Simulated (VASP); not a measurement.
# Se (Fd-3m) in VASP: further runs

Se is run at these levels: LDA; tasks: single point, relaxation of cell and atoms.

Program: VASP 6.6.1. These are calculated values, not measurements. Logs are shortened: lines on timing, memory, paths and dates and some standing lists are left out, and cuts for length are marked.

### Step 1. The cell of the first run

The structure is cubic, space group Fd-3m (No. 227). The conventional cell has a = 4.840 Å, b = 4.840 Å, c = 4.840 Å, α = 90.00°, β = 90.00°, γ = 90.00°. Within 2.8 Å of Se (site symmetry -43m) lie 4 Se at 2.10 Å.

This isn't the form of Se at room conditions, which is trigonal, of chains.

### Step 2. Single point, LDA

INCAR reads:

```
  ALGO = Normal
  EDIFF = 1E-6
  ENCUT = 520
  ISIF = 2
  ISMEAR = -1
  LASPH = True
  LCHARG = False
  LREAL = False
  LWAVE = False
  NBANDS = 13
  NELM = 60
  PREC = Accurate
  SIGMA = 0.1
```

KPOINTS reads:

```
k-points
0
Gamma
  13 13 13
```

POSCAR reads:

```
Se
1.0
    0.0000000000      2.4200596423      2.4200596423
    2.4200596423      0.0000000000      2.4200596423
    2.4200596423      2.4200596423      0.0000000000
Se
2
Direct
   -0.1250000000     -0.1250000000     -0.1250000000
    0.1250000000      0.1250000000      0.1250000000
```

Potentials or basis: VASP PAW LDA potentials, release 64 (Se).

On the command line:

```
> cat potpaw_LDA.64/Se/POTCAR > POTCAR
> mpirun -np 1 vasp_std > vasp.out
```

OUTCAR:

```text
EDIFF = 1E-6
   ENCUT = 520
   ISIF = 2
   ISMEAR = -1
   LASPH = True
   LREAL = False
   NELM = 60
   PREC = Accurate

 ion  position               nearest neighbor table
   1  0.875  0.875  0.875-   2 2.10   2 2.10   2 2.10   2 2.10
   2  0.125  0.125  0.125-   1 2.10   1 2.10   1 2.10   1 2.10

  LATTYP: Found a face centered cubic cell.
 ALAT       =     4.8401192846

  Lattice vectors:

 A1 = (   0.0000000000,   2.4200596423,   2.4200596423)
 A2 = (   2.4200596423,   0.0000000000,   2.4200596423)
 A3 = (   2.4200596423,   2.4200596423,   0.0000000000)

Analysis of symmetry for initial positions (statically):
=====================================================================
 Subroutine PRICEL returns:
 Original cell was already a primitive cell.

 Routine SETGRP: Setting up the symmetry group for a
 face centered cubic supercell.

 Subroutine GETGRP returns: Found 48 space group operations
 (whereof 12 operations were pure point group operations)
 out of a pool of 48 trial point group operations.

The static configuration has the point symmetry D_3d.
 The point group associated with its full space group is O_h .

Analysis of symmetry for dynamics (positions and initial velocities):
=====================================================================
 Subroutine PRICEL returns:
 Original cell was already a primitive cell.

 Routine SETGRP: Setting up the symmetry group for a
 face centered cubic supercell.

 Subroutine GETGRP returns: Found 48 space group operations
 (whereof 12 operations were pure point group operations)
 out of a pool of 48 trial point group operations.

The dynamic configuration has the point symmetry D_3d.
 The point group associated with its full space group is O_h .

 Subroutine INISYM returns: Found 48 space group operations
 (whereof 12 operations are pure point group operations),
 and found     1 'primitive' translations

----------------------------------------------------------------------------------------

                                     Primitive cell

  volume of cell :      28.3471

  direct lattice vectors                    reciprocal lattice vectors
     0.000000000  2.420059642  2.420059642    -0.206606478  0.206606478  0.206606478
     2.420059642  0.000000000  2.420059642     0.206606478 -0.206606478  0.206606478
     2.420059642  2.420059642  0.000000000     0.206606478  0.206606478 -0.206606478

  length of vectors
     3.422481168  3.422481168  3.422481168     0.357852918  0.357852918  0.357852918

  position of ions in fractional coordinates (direct lattice)
     0.875000000  0.875000000  0.875000000
     0.125000000  0.125000000  0.125000000

  ion indices of the primitive-cell ions
   primitive index   ion index
                 1           1
                 2           2

----------------------------------------------------------------------------------------

 KPOINTS: k-points

Automatic generation of k-mesh.
 Grid dimensions read from file:
 generate k-points for:   13   13   13

 Generating k-lattice:

  Cartesian coordinates                     Fractional coordinates (reciprocal lattice)
    -0.015892806  0.015892806  0.015892806     0.076923077  0.000000000  0.000000000
     0.015892806 -0.015892806  0.015892806     0.000000000  0.076923077  0.000000000
     0.015892806  0.015892806 -0.015892806     0.000000000  0.000000000  0.076923077

  Length of vectors
     0.027527148  0.027527148  0.027527148

  Shift w.r.t. Gamma in fractional coordinates (k-lattice)
     0.000000000  0.000000000  0.000000000

 Subroutine IBZKPT returns following result:
 ===========================================

 Found     84 irreducible k-points:

 Following reciprocal coordinates:
            Coordinates               Weight
  0.000000  0.000000  0.000000      1.000000
  0.076923  0.000000  0.000000      8.000000
  0.153846  0.000000  0.000000      8.000000
  0.230769  0.000000  0.000000      8.000000
  0.307692  0.000000  0.000000      8.000000
  0.384615  0.000000  0.000000      8.000000
[... 16 lines left out ...]
  0.384615  0.153846  0.000000     24.000000
  0.461538  0.153846  0.000000     24.000000
 [... further k-points ...]
   k-points           NKPTS =     84   k-points in BZ     NKDIM =     84   number of bands    NBANDS=     13
   number of dos      NEDOS =    301   number of ions     NIONS =      2
   total plane-waves  NPLWV =  21952
   dimension x,y,z NGX =    28 NGY =   28 NGZ =   28
   dimension x,y,z NGXF=    56 NGYF=   56 NGZF=   56
   ions per type =               2
   NGX,Y,Z   is equivalent  to a cutoff of  13.60, 13.60, 13.60 a.u.
   NGXF,Y,Z  is equivalent  to a cutoff of  27.20, 27.20, 27.20 a.u.
 SYSTEM =  unknown system
   PREC   = accura    normal or accurate (medium, high low for compatibility)
   ISTART =      0    job   : 0-new  1-cont  2-samecut
   ICHARG =      2    charge: 1-file 2-atom 10-const
   ISPIN  =      1    spin polarized calculation?
   LNONCOLLINEAR =      F non collinear calculations
   LSORBIT =      F    spin-orbit coupling
   LASPH  =      T    aspherical Exc in radial PAW
   ENCUT  =  520.0 eV  38.22 Ry    6.18 a.u.   6.36  6.36  6.36*2*pi/ulx,y,z
   NELM   =     60;   NELMIN=  2; NELMDL= -5     # of ELM steps
   EDIFF  = 0.1E-05   stopping-criterion for ELM
   LREAL  =      F    real-space projection
   EDIFFG = 0.1E-04   stopping-criterion for IOM
   NSW    =      0    number of steps for IOM
   IBRION =     -1    ionic relax: 0-MD 1-quasi-New 2-CG
   NFREE  =      0    steps in history (QN), initial steepest desc. (CG)
   ISIF   =      2    stress and relaxation
   ISYM   =      2    0-nonsym 1-usesym 2-fastsym
   POTIM  = 0.5000    time-step for ionic-motion
   TEBEG  =    0.0;   TEEND  =   0.0 temperature during run
   PSTRESS=    0.0 pullay stress
   NELECT =      12.0000    total number of electrons
   NUPDOWN=      -1.0000    fix difference up-down
   EMIN   =  10.00;   EMAX   =-10.00  energy-range for DOS
   EFERMI =   0.00;   METHOD = LEGACY
   ISMEAR =    -1;   SIGMA  =   0.10  broadening in eV -4-tet -1-fermi 0-gaus
   EFERMI_NEDOS =   21; number of points for ismear=-14 and -15
   IALGO  =     38    algorithm
   IMIX   =      4    mixing-type and parameters
     AMIX     =   0.40;   BMIX     =  1.00
     AMIX_MAG =   1.60;   BMIX_MAG =  1.00
  volume/ion in A,a.u.               =      14.17        95.65
  Fermi-wavevector in a.u.,A,eV,Ry     =   1.229228  2.322904 20.558430  1.511002
  Thomas-Fermi vector in A             =   2.364123
   LORBIT       =      0    0 simple, 1 ext, 2 COOP (PROOUT), +10 PAW based schemes
   GGA     = CA    functional components
   LHFCALC =     F    Hartree Fock is set to
   AEXX    =    0.0000 exact exchange contribution
   IVDW    =     0    specifies the selected vdW correction
   LEPSILON=     F    determine dielectric tensor
   LRPA    =     F    only Hartree local field effects (RPA)
 non-spin polarized calculation
  energy-cutoff  :      520.00
  volume of cell :       28.35
 maximum number of plane-waves:       774
 NGX is ok and might be reduce to    28
   NGX = 13   NGY = 13   NGZ = 13

 number of electron      11.9999997 magnetization

 Free energy of the ion-electron system (eV)
  ---------------------------------------------------
  ext. energy  EPLUGINS =         0.00000000
  ---------------------------------------------------
  free energy    TOTEN  =         0.20218160 eV

  energy without entropy =        0.23304739  energy(sigma->0) =        0.21761450

 E-fermi :  11.6172     XC(G=0): -12.0902

 val. band max:       11.6167226519   @ k =  -0.2308   0.3846   0.1538
 cond. band min:      11.6312922747   @ k =   0.3077   0.0769   0.0000
 fundamental gap:      0.0145696227
 Fermi energy:        11.6171851344

 k-point     1 :       0.0000    0.0000    0.0000
  band No.  band energies     occupation
      1     -11.3840      2.00000
      2       5.2418      2.00000
      3       5.2418      2.00000
      4       5.2418      2.00000
      5       6.5002      2.00000
      6       9.4152      2.00000
      7       9.4152      2.00000
      8       9.4152      2.00000
      9      16.1520      0.00000
     10      18.6521      0.00000
     11      18.6521      0.00000
     12      21.6296      0.00000
     13      21.6296      0.00000

 k-point     2 :       0.0769    0.0000    0.0000
  band No.  band energies     occupation
      1     -11.2881      2.00000
      2       3.7912      2.00000
      3       5.0843      2.00000
      4       5.0843      2.00000
      5       7.4120      2.00000
      6       9.6411      2.00000
      7       9.6411      2.00000
      8       9.8100      2.00000
      9      16.5778      0.00000
     10      18.2160      0.00000
     11      18.2160      0.00000
     12      21.2462      0.00000
     13      22.4120      0.00000

 k-point     3 :       0.1538    0.0000    0.0000
  band No.  band energies     occupation
      1     -11.0036      2.00000
      2       1.8109      2.00000
      3       4.7165      2.00000
      4       4.7165      2.00000
      5       7.6324      2.00000
      6      10.1701      2.00000
      7      10.1701      2.00000
      8      11.2464      1.95214
      9      17.5746      0.00000
     10      17.6140      0.00000
     11      17.6140      0.00000
     12      20.7075      0.00000
     13      24.0905      0.00000
[... 305 lines left out ...]
 k-point    23 :       0.3846    0.1538    0.0000
  band No.  band energies     occupation
      1      -9.3722      2.00000
      2      -2.5277      2.00000
      3       2.3819      2.00000
      4       2.9700      2.00000
      5       8.5731      2.00000
      6      10.6899      1.99981
      7      12.7513      0.00002
      8      13.3696      0.00000
      9      18.8457      0.00000
     10      19.6042      0.00000
     11      20.4281      0.00000
     12      23.3584      0.00000
     13      24.9792      0.00000

 k-point    24 :       0.4615    0.1538    0.0000
  band No.  band energies     occupation
      1      -8.7116      2.00000
      2      -3.7377      2.00000
      3       1.9436      2.00000
      4       2.9317      2.00000
      5       8.4372      2.00000
      6      11.0523      1.99298
      7      12.6081      0.00010
      8      14.5025      0.00000
      9      19.1829      0.00000
     10      20.9106      0.00000
     11      21.6891      0.00000
     12      22.2442      0.00000
     13      22.8208      0.00000

 [... further k-points ...]

------------------------ aborting loop because EDIFF is reached ----------------------------------------

  FORCE on cell =-STRESS in cart. coord.  units (eV):
  Direction    XX          YY          ZZ          XY          YZ          ZX
  --------------------------------------------------------------------------------------
  -------------------------------------------------------------------------------------
  Total       25.2658870     25.2658870     25.2658870      0.0000000     -0.0000000      0.0000000
  in kB     1428.0286738   1428.0286738   1428.0286738      0.0000000     -0.0000000      0.0000000
  external PRESSURE =    1428.0286738 kB  Pullay stress =       0.0000000 kB

 VOLUME and BASIS-vectors are now :
 -----------------------------------------------------------------------------
  energy-cutoff  :      520.00
  volume of cell :       28.35
      direct lattice vectors                 reciprocal lattice vectors
     0.000000000  2.420059642  2.420059642    -0.206606478  0.206606478  0.206606478
     2.420059642  0.000000000  2.420059642     0.206606478 -0.206606478  0.206606478
     2.420059642  2.420059642  0.000000000     0.206606478  0.206606478 -0.206606478

 POSITION                                       TOTAL-FORCE (eV/Angst)
 -----------------------------------------------------------------------------------
      4.23510      4.23510      4.23510        -0.000000     -0.000000     -0.000000
      0.60501      0.60501      0.60501         0.000000      0.000000      0.000000
 -----------------------------------------------------------------------------------
    total drift:                               -0.000000     -0.000000     -0.000000

  FREE ENERGIE OF THE ION-ELECTRON SYSTEM (eV)
  ---------------------------------------------------
  free  energy   TOTEN  =         0.2021816010 eV

  energy  without entropy=        0.2330473939  energy(sigma->0) =        0.21761450
```

Run time: 38 s. Hardware: 1 thread of Intel Xeon 8259CL, shared host; peak memory 0.15 GiB.

Results:

```
Free energy            : 0.2022 eV
Pressure               : 142.8 GPa
Band gap on the k mesh : zero (bands 6 and 7 overlap by 4.43 eV)
```

Levels at points of the mesh, in eV from the Fermi level:
```tsv
k point	band 4	band 5	band 6	band 7	band 8	band 9
(0.00, 0.00, 0.00)	-6.38	-5.12	-2.20	-2.20	-2.20	4.53
```

Caveat: the cell stands under pressure.

### Step 3. Single point, LDA

INCAR reads:

```
ALGO = Normal ; EDIFF = 1E-6
ENCUT = 520 ; ISIF = 2
ISMEAR = -1 ; LASPH = T
LCHARG = F ; LREAL = F
LWAVE = F ; NBANDS = 13
NELM = 60 ; PREC = Accurate
SIGMA = 0.1
```

KPOINTS is that of step 2.

POSCAR reads:

```
Se
1.0
    0.0000000000      2.4203940357      2.4203940357
    2.4203940357      0.0000000000      2.4203940357
    2.4203940357      2.4203940357      0.0000000000
Se
2
Direct
   -0.1250000000     -0.1250000000     -0.1250000000
    0.1250000000      0.1250000000      0.1250000000
```

Potentials or basis: VASP PAW LDA potentials, release 64 (Se).

On the command line:

```
> cat potpaw_LDA.64/Se/POTCAR > POTCAR
> mpirun -np 1 vasp_std > vasp.out
```

It took 40 s on 1 thread of Intel Xeon 8259CL, shared host; peak memory 0.15 GiB.

Results (log left out):

- Free energy: 0.1917 eV
- Pressure: 142.6 GPa
- Band gap on the k mesh: zero (bands 6 and 7 overlap by 4.43 eV)

Levels at points of the mesh, in eV from the Fermi level:
```csv
k point,band 2,band 3,band 4,band 5,band 6,band 7,band 8,band 9,band 10,band 11
"(0.00, 0.00, 0.00)",-6.37,-6.37,-6.37,-5.12,-2.20,-2.20,-2.20,4.53,7.04,7.04
```

Caveat: the cell stands under pressure.

### Step 4. Relaxation of cell and atoms, LDA, target pressure 140 GPa, at which the enthalpy is minimised

This run uses another cell than the first one, of 12.38 Å³/atom.

INCAR reads:

```
ALGO = Normal ; EDIFF = 1E-7
EDIFFG = -0.005 ; ENCUT = 600
GGA = CA ; IBRION = 2
ISIF = 3 ; ISMEAR = -1
LASPH = T ; LCHARG = F
LREAL = F ; LWAVE = F
NELM = 100 ; NSW = 60
PREC = Accurate ; PSTRESS = 1400.0
SIGMA = 0.1
```

KPOINTS is that of step 3.

POSCAR reads:

```
Se
1.0
    0.0000000000      2.3135165044      2.3135165044
    2.3135165044      0.0000000000      2.3135165044
    2.3135165044      2.3135165044      0.0000000000
Se
2
Direct
   -0.1250000000     -0.1250000000     -0.1250000000
    0.1250000000      0.1250000000      0.1250000000
```

On the command line:

```
> cat potpaw_LDA.64/Se/POTCAR > POTCAR
> mpirun -np 1 vasp_std > vasp.out
```

Wall time 2.5 min (1 thread of Intel Xeon 8259CL, shared host); peak memory 0.16 GiB.

The run converged. Its results:

| Quantity | Value |
| --- | --- |
| Free energy | 0.0511 eV |
| Relaxed volume | 14.26 Å³/atom |
| Relaxed cell | a = 3.429 Å, b = 3.429 Å, c = 3.429 Å, α = 60.00°, β = 60.00°, γ = 60.00° |
| Space group after relaxing (to 0.1 Å) | Fd-3m (No. 227) |
| Energy change on relaxing (the run minimises the enthalpy) | -2071.4 meV/atom |
| Ionic steps | 5 |
| Pressure after relaxing | 140.0 GPa |
| Band gap on the k mesh | zero (bands 6 and 7 overlap by 4.40 eV) |

The path:
```csv
step,energy change (eV),largest force (eV/Å),pressure (GPa),volume (Å³)
1,0.0000,0.0000,221.35,24.77
2,-11.3796,0.0000,3.83,54.83
3,-5.4521,0.0000,115.87,30.16
4,-4.2668,0.0000,137.69,28.66
5,-4.1428,0.0000,139.99,28.52
```

Final structure:
```
CELL_PARAMETERS angstrom
0.00000 2.42492 2.42492
2.42492 0.00000 2.42492
2.42492 2.42492 0.00000
ATOMIC_POSITIONS crystal
Se 0.87500 0.87500 0.87500
Se 0.12500 0.12500 0.12500
```

Levels at points of the mesh, in eV from the Fermi level:
| k point | band 2 | band 3 | band 4 | band 5 | band 6 | band 7 | band 8 | band 9 | band 10 |
| --- | --- | --- | --- | --- | --- | --- | --- | --- | --- |
| (0.00, 0.00, 0.00) | -6.35 | -6.35 | -6.35 | -5.18 | -2.19 | -2.19 | -2.19 | 4.53 | 7.04 |

Caveat: the cell is relaxed towards a set pressure, so the run minimises the enthalpy, not the energy; the volume moved by over 15 % at a fixed basis, so the end points are rough.

### Step 5. Relaxation of cell and atoms, LDA, target pressure 140 GPa, at which the enthalpy is minimised

INCAR reads:

```
SYSTEM = Se
ALGO = Normal
EDIFF = 1E-6
EDIFFG = -0.005
ENCUT = 600
GGA = CA
IBRION = 2
ISIF = 3
ISMEAR = -1
LASPH = .True.
LCHARG = .False.
LREAL = .False.
LWAVE = .False.
NELM = 60
NSW = 32
PREC = Accurate
PSTRESS = 1400.0
SIGMA = 0.1
```

KPOINTS reads:

```
k-points
0
Gamma
  13 13 13
  0 0 0
```

POSCAR reads:

```
Se
1.0
    0.0000000000      2.4200596422      2.4200596422
    2.4200596422      0.0000000000      2.4200596422
    2.4200596422      2.4200596422      0.0000000000
Se
2
Direct
   -0.1250000000     -0.1250000000     -0.1250000000
    0.1250000000      0.1250000000      0.1250000000
```

On the command line:

```
> cat potpaw_LDA.64/Se/POTCAR > POTCAR
> mpirun -np 1 vasp_std > vasp.out
```

Wall time 80 s (1 thread of Intel Xeon 8259CL, shared host); peak memory 0.16 GiB.

The run converged. Its results:

```yaml
Free_energy: 0.0488 eV
Relaxed_volume: 14.26 Å³/atom
Relaxed_cell: a = 3.429 Å, b = 3.429 Å, c = 3.429 Å, α = 60.00°, β = 60.00°, γ = 60.00°
Space_group_after_relaxing_to_0.1_Å: Fd-3m (No. 227)
Energy_change_on_relaxing_the_run_minimises_the_enthalpy: -76.4 meV/atom
Ionic_steps: 3
Pressure_after_relaxing: 140.0 GPa
Band_gap_on_the_k_mesh: zero (bands 6 and 7 overlap by 4.40 eV)
```

The path:
| step | energy change (eV) | largest force (eV/Å) | pressure (GPa) | volume (Å³) |
| --- | --- | --- | --- | --- |
| 1 | 0.0000 | 0.0000 | 142.81 | 28.35 |
| 2 | -0.8661 | 0.0000 | 126.73 | 29.38 |
| 3 | -0.1527 | 0.0000 | 139.96 | 28.52 |

Final structure:
```cif
data_structure
_symmetry_space_group_name_H-M 'P 1'
_symmetry_Int_Tables_number 1
_cell_length_a 3.4294
_cell_length_b 3.4294
_cell_length_c 3.4294
_cell_angle_alpha 60.000
_cell_angle_beta 60.000
_cell_angle_gamma 60.000
_cell_volume 28.52
loop_
_atom_site_label
_atom_site_type_symbol
_atom_site_fract_x
_atom_site_fract_y
_atom_site_fract_z
_atom_site_occupancy
Se1 Se 0.87500 0.87500 0.87500 1
Se2 Se 0.12500 0.12500 0.12500 1
```

Levels at points of the mesh, in eV from the Fermi level:
| k point | band 4 | band 5 | band 6 | band 7 | band 8 | band 9 |
| --- | --- | --- | --- | --- | --- | --- |
| (0.00, 0.00, 0.00) | -6.35 | -5.18 | -2.19 | -2.19 | -2.19 | 4.53 |

Caveat: the cell is relaxed towards a set pressure, so the run minimises the enthalpy, not the energy.

### Step 6. The runs side by side

| task | cell | cutoff (eV) | gap on the mesh (eV) | pressure (GPa) |
| --- | --- | --- | --- | --- |
| single point | a = 3.422 Å, angles 60.0°, 2 atoms | 520 | none | 142.8 |
| single point | a = 3.423 Å, angles 60.0°, 2 atoms | 520 | none | 142.6 |
| relaxation of cell and atoms | relaxed to 140 GPa from a = 3.272 Å, angles 60.0°, 2 atoms | 600 | none | 140.0 |
| relaxation of cell and atoms | relaxed to 140 GPa from a = 3.422 Å, angles 60.0°, 2 atoms | 600 | none | 140.0 |

Alike in all rows: level LDA; potentials or basis VASP PAW LDA potentials, release 64 (Se); no spin polarisation; k mesh 13 × 13 × 13; smearing fermi-dirac 0.1 eV.

Caveats: the cell stands under pressure (at least some runs); the cell is relaxed towards a set pressure, so the run minimises the enthalpy, not the energy (at least some runs); the volume moved by over 15 % at a fixed basis, so the end points are rough (at least some runs).

Total energies depend on the potentials used, so only differences within one code and one set of settings carry meaning.
